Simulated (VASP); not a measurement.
Runs of VASP 6.6.1 on InSb3. The structure is that of space group Pm-3m (No. 221), or close to it. The cells are those of the table. 

| level | cell | gap on the mesh (eV) | pressure (GPa) |
| --- | --- | --- | --- |
| PBE | a = 4.672 Å, 4 atoms | none | 5.6 |
| PBE | a = 4.983 Å, 4 atoms | none | -4.2 |
| r2SCAN | a = 4.722 Å, 4 atoms | none | (a) |
| PBEsol | a = 4.890 Å, 4 atoms | none | -4.8 |

Alike in all rows: task single point; potentials or basis VASP PAW PBE potentials, release 64 (In_d, Sb); no spin polarisation; k mesh 10 × 10 × 10; cutoff (eV) 520; smearing gaussian 0.1 eV.

Estimate the missing entries.

(a) 2.5.

Caveats: spin-orbit coupling is left out, which moves the levels of the heavy elements; the PAW data sets were made with another functional, which shifts forces and pressure a little (some runs).

A k mesh can miss the band edges, and the runs leave out spin-orbit coupling on In, Sb.

A gap of «none» marks levels without a gap at the run's occupations.
